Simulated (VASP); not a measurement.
# Mo (Im-3m) in VASP: single point with PBE

Aim: the single point of Mo with PBE.

Program: VASP 6.6.1. These are calculated values, not measurements. Logs are shortened: lines on timing, memory, paths and dates and some standing lists are left out, and cuts for length are marked.

**1. The cell of the first run**

Symmetry: Im-3m, No. 229, cubic system. Conventional cell: a = 3.179 Å, b = 3.179 Å, c = 3.179 Å, α = 90.00°, β = 90.00°, γ = 90.00°. Mo (site symmetry m-3m) has 14 Mo at 2.75 to 3.18 Å within 3.6 Å.

**2. Single point, PBE, non-collinear spin, typed start, spin-orbit coupling**

The input, INCAR:

```
PREC     = Accurate       # precision mode
ENCUT    = 520            # plane-wave cutoff, eV
EDIFF    = 1E-6           # SCF threshold, eV
ISMEAR   = -1             # smearing method
SIGMA    = 0.0238         # smearing width, eV
LREAL    = F              # projectors in reciprocal space
LASPH    = T              # aspherical terms in the spheres
NELM     = 150            # most SCF steps
ALGO     = Normal         # electronic algorithm
ISIF     = 2              # what is computed and relaxed
LWAVE    = F              # write WAVECAR
LCHARG   = F              # write CHGCAR
MAGMOM   = 1.155 1.155 -1.155 # initial moments
LORBIT   = 11             # projections on sites
LSORBIT  = T              # spin-orbit coupling
GGA_COMPAT= F            
LORBMOM  = T            
LMAXMIX  = 4              # l up to which the mixer works
GGA      = PE             # functional
NBANDS   = 25             # bands
```

The input, KPOINTS:

```
regular mesh
0
Gamma
  15 15 15
```

The input, POSCAR:

```
Mo
1.0
   -1.5893272400      1.5893272400      1.5893272400
    1.5893272400     -1.5893272400      1.5893272400
    1.5893272400      1.5893272400     -1.5893272400
Mo
1
Direct
    0.0000000000      0.0000000000      0.0000000000
```

Potentials or basis: VASP PAW PBE potentials, release 64 (Mo_sv).

Command:

```bash
$ cat potpaw_PBE.64/Mo_sv/POTCAR > POTCAR
$ mpirun -np 1 vasp_ncl > vasp.out
```

OUTCAR:

```text
PREC = Accurate
   ENCUT = 520
   EDIFF = 1E-6
   ISMEAR = -1
   LREAL = F
   LASPH = T
   NELM = 150
   ISIF = 2
   LORBIT = 11
   LSORBIT = T
   GGA = PE

 ion  position               nearest neighbor table
   1  0.000  0.000  0.000-

  LATTYP: Found a body centered cubic cell.
 ALAT       =     3.1786544800

  Lattice vectors:

 A1 = (  -1.5893272400,   1.5893272400,   1.5893272400)
 A2 = (   1.5893272400,  -1.5893272400,   1.5893272400)
 A3 = (   1.5893272400,   1.5893272400,  -1.5893272400)

Analysis of symmetry for initial positions (statically):
=====================================================================
 Subroutine PRICEL returns:
 Original cell was already a primitive cell.

 Routine SETGRP: Setting up the symmetry group for a
 body centered cubic supercell.

 Subroutine GETGRP returns: Found 48 space group operations
 (whereof 48 operations were pure point group operations)
 out of a pool of 48 trial point group operations.

The static configuration has the point symmetry O_h .

Analysis of symmetry for dynamics (positions and initial velocities):
=====================================================================
 Subroutine PRICEL returns:
 Original cell was already a primitive cell.

 Routine SETGRP: Setting up the symmetry group for a
 body centered cubic supercell.

 Subroutine GETGRP returns: Found 48 space group operations
 (whereof 48 operations were pure point group operations)
 out of a pool of 48 trial point group operations.

The dynamic configuration has the point symmetry O_h .

Analysis of structural, dynamic, and magnetic symmetry:
=====================================================================
 Subroutine PRICEL returns:
 Original cell was already a primitive cell.

 Routine SETGRP: Setting up the symmetry group for a
 body centered cubic supercell.

 Subroutine GETGRP returns: Found  6 space group operations
 (whereof  6 operations were pure point group operations)
 out of a pool of 48 trial point group operations.

The overall configuration has the point symmetry S_6 .

 Subroutine INISYM returns: Found  6 space group operations
 (whereof  6 operations are pure point group operations),
 and found     1 'primitive' translations

----------------------------------------------------------------------------------------

                                     Primitive cell

  volume of cell :      16.0583

  direct lattice vectors                    reciprocal lattice vectors
    -1.589327240  1.589327240  1.589327240     0.000000000  0.314598522  0.314598522
     1.589327240 -1.589327240  1.589327240     0.314598522  0.000000000  0.314598522
     1.589327240  1.589327240 -1.589327240     0.314598522  0.314598522  0.000000000

  length of vectors
     2.752795530  2.752795530  2.752795530     0.444909496  0.444909496  0.444909496

  position of ions in fractional coordinates (direct lattice)
     0.000000000  0.000000000  0.000000000

  ion indices of the primitive-cell ions
   primitive index   ion index
                 1           1

----------------------------------------------------------------------------------------

 KPOINTS: regular mesh

Automatic generation of k-mesh.
 Grid dimensions read from file:
 generate k-points for:   15   15   15

 Generating k-lattice:

  Cartesian coordinates                     Fractional coordinates (reciprocal lattice)
     0.000000000  0.020973235  0.020973235     0.066666667  0.000000000  0.000000000
     0.020973235  0.000000000  0.020973235     0.000000000  0.066666667  0.000000000
     0.020973235  0.020973235  0.000000000     0.000000000  0.000000000  0.066666667

  Length of vectors
     0.029660633  0.029660633  0.029660633

  Shift w.r.t. Gamma in fractional coordinates (k-lattice)
     0.000000000  0.000000000  0.000000000

 Subroutine IBZKPT returns following result:
 ===========================================

[... 42 lines left out ...]
   LNONCOLLINEAR =      T non collinear calculations
   LSORBIT =      T    spin-orbit coupling
   LASPH  =      T    aspherical Exc in radial PAW
   ENCUT  =  520.0 eV  38.22 Ry    6.18 a.u.   5.12  5.12  5.12*2*pi/ulx,y,z
   NELM   =    150;   NELMIN=  2; NELMDL= -5     # of ELM steps
   EDIFF  = 0.1E-05   stopping-criterion for ELM
   LREAL  =      F    real-space projection
   EDIFFG = 0.1E-04   stopping-criterion for IOM
   NSW    =      0    number of steps for IOM
   IBRION =     -1    ionic relax: 0-MD 1-quasi-New 2-CG
   NFREE  =      0    steps in history (QN), initial steepest desc. (CG)
   ISIF   =      2    stress and relaxation
   ISYM   =      2    0-nonsym 1-usesym 2-fastsym
   POTIM  = 0.5000    time-step for ionic-motion
   TEBEG  =    0.0;   TEEND  =   0.0 temperature during run
   PSTRESS=    0.0 pullay stress
   NELECT =      14.0000    total number of electrons
   NUPDOWN=      -1.0000    fix difference up-down
   EMIN   =  10.00;   EMAX   =-10.00  energy-range for DOS
   EFERMI =   0.00;   METHOD = LEGACY
   ISMEAR =    -1;   SIGMA  =   0.02  broadening in eV -4-tet -1-fermi 0-gaus
   EFERMI_NEDOS =   21; number of points for ismear=-14 and -15
   IALGO  =     38    algorithm
   IMIX   =      4    mixing-type and parameters
     AMIX     =   0.40;   BMIX     =  1.00
     AMIX_MAG =   1.60;   BMIX_MAG =  1.00
  volume/ion in A,a.u.               =      16.06       108.37
  Fermi-wavevector in a.u.,A,eV,Ry     =   1.563931  2.955401 33.278209  2.445879
  Thomas-Fermi vector in A             =   2.666629
   LORBIT       =     11    0 simple, 1 ext, 2 COOP (PROOUT), +10 PAW based schemes
   GGA     = PE    functional components
   LHFCALC =     F    Hartree Fock is set to
   AEXX    =    0.0000 exact exchange contribution
   IVDW    =     0    specifies the selected vdW correction
   LEPSILON=     F    determine dielectric tensor
   LRPA    =     F    only Hartree local field effects (RPA)
  energy-cutoff  :      520.00
  volume of cell :       16.06
 maximum number of plane-waves:       888
   NGX = 11   NGY = 11   NGZ = 11

 number of electron      14.0000006 magnetization      -0.0019000     -0.0019000      0.0019000

 number of electron      14.0000006 magnetization       0.0008287      0.0008287     -0.0008287

 Free energy of the ion-electron system (eV)
  ---------------------------------------------------
  ext. energy  EPLUGINS =         0.00000000
  ---------------------------------------------------
  free energy    TOTEN  =       -11.03452833 eV

  energy without entropy =      -11.03303250  energy(sigma->0) =      -11.03378042

 E-fermi :  12.1077     XC(G=0): -13.2400

 val. band max:       12.0859302222   @ k =   0.2000   0.2667  -0.3333
 cond. band min:      12.1155401484   @ k =  -0.1333   0.1333   0.1333
 fundamental gap:      0.0296099262
 Fermi energy:        12.1076814043

 k-point     1 :       0.0000    0.0000    0.0000
  band No.  band energies     occupation
      1     -49.1217      1.00000
      2     -49.1204      1.00000
      3     -24.1432      1.00000
      4     -24.1428      1.00000
      5     -21.6189      1.00000
      6     -21.6185      1.00000
[... 661 lines left out ...]
     24      28.4587      0.00000
     25      28.8388      0.00000

 [... further k-points ...]

------------------------ aborting loop because EDIFF is reached ----------------------------------------

  FORCE on cell =-STRESS in cart. coord.  units (eV):
  Direction    XX          YY          ZZ          XY          YZ          ZX
  --------------------------------------------------------------------------------------
  -------------------------------------------------------------------------------------
  Total       -0.3467415     -0.3467415     -0.3467415      0.0000413     -0.0000413     -0.0000413
  in kB      -34.5952518    -34.5952518    -34.5952518      0.0041164     -0.0041164     -0.0041164
  external PRESSURE =     -34.5952518 kB  Pullay stress =       0.0000000 kB

 VOLUME and BASIS-vectors are now :
 -----------------------------------------------------------------------------
  energy-cutoff  :      520.00
  volume of cell :       16.06
      direct lattice vectors                 reciprocal lattice vectors
    -1.589327240  1.589327240  1.589327240     0.000000000  0.314598522  0.314598522
     1.589327240 -1.589327240  1.589327240     0.314598522  0.000000000  0.314598522
     1.589327240  1.589327240 -1.589327240     0.314598522  0.314598522  0.000000000

 POSITION                                       TOTAL-FORCE (eV/Angst)
 -----------------------------------------------------------------------------------
      0.00000      0.00000      0.00000         0.000000     -0.000000     -0.000000
 -----------------------------------------------------------------------------------
    total drift:                                0.000000     -0.000000      0.000000

  FREE ENERGIE OF THE ION-ELECTRON SYSTEM (eV)
  ---------------------------------------------------
  free  energy   TOTEN  =       -11.0345283332 eV

  energy  without entropy=      -11.0330324975  energy(sigma->0) =      -11.03378042

 orbital moment (x)

 # of ion     p       d       tot
 ----------------------------------------
  1         0.000   0.000   0.000
 ----------------------------------------
            0.000   0.000   0.000

 orbital moment (y)

 # of ion     p       d       tot
 ----------------------------------------
  1         0.000   0.000   0.000
 ----------------------------------------
            0.000   0.000   0.000

 orbital moment (z)

 # of ion     p       d       tot
 ----------------------------------------
  1        -0.000  -0.000  -0.000
 ----------------------------------------
           -0.000  -0.000  -0.000

 Spin-Orbit-Coupling matrix elements

 Ion:    1  E_soc:     -0.2070663
 l=   1
     0.0000000    -0.0301109    -0.0301109
    -0.0301109     0.0000000    -0.0301109
    -0.0301109    -0.0301109     0.0000000
 l=   2
     0.0000000    -0.0011596     0.0000000    -0.0011596    -0.0032406
    -0.0011596     0.0000000    -0.0024304    -0.0011596    -0.0008101
     0.0000000    -0.0024304     0.0000000    -0.0024304     0.0000000
    -0.0011596    -0.0011596    -0.0024304     0.0000000    -0.0008101
    -0.0032406    -0.0008101     0.0000000    -0.0008101     0.0000000
 l=   3
     0.0000000     0.0000000     0.0000000     0.0000000     0.0000000     0.0000000     0.0000000
     0.0000000     0.0000000     0.0000000     0.0000000     0.0000000     0.0000000     0.0000000
     0.0000000     0.0000000     0.0000000     0.0000000     0.0000000     0.0000000     0.0000000
     0.0000000     0.0000000     0.0000000     0.0000000     0.0000000     0.0000000     0.0000000
     0.0000000     0.0000000     0.0000000     0.0000000     0.0000000     0.0000000     0.0000000
     0.0000000     0.0000000     0.0000000     0.0000000     0.0000000     0.0000000     0.0000000
     0.0000000     0.0000000     0.0000000     0.0000000     0.0000000     0.0000000     0.0000000

 total charge

# of ion       s       p       d       tot
------------------------------------------
    1        2.373   6.200   3.867  12.440

 magnetization (x)

# of ion       s       p       d       tot
------------------------------------------
    1        0.000   0.000   0.000   0.000

 magnetization (y)

# of ion       s       p       d       tot
------------------------------------------
    1        0.000   0.000   0.000   0.000

 magnetization (z)

# of ion       s       p       d       tot
------------------------------------------
    1       -0.000  -0.000  -0.000  -0.000
```

Run time: 10 min. Hardware: 1 thread of Intel Xeon 8259CL, shared host; peak memory 0.4 GiB.

What came out:

```
Free energy                                           : -11.0345 eV
Pressure                                              : -3.5 GPa
Net moment                                            : 0.00 μB per cell
Valence electrons inside the program's atomic spheres : Mo 12.44
```

Moments on the atoms (μB; x, y, z):
```
Mo  0.00 0.00 0.00
```
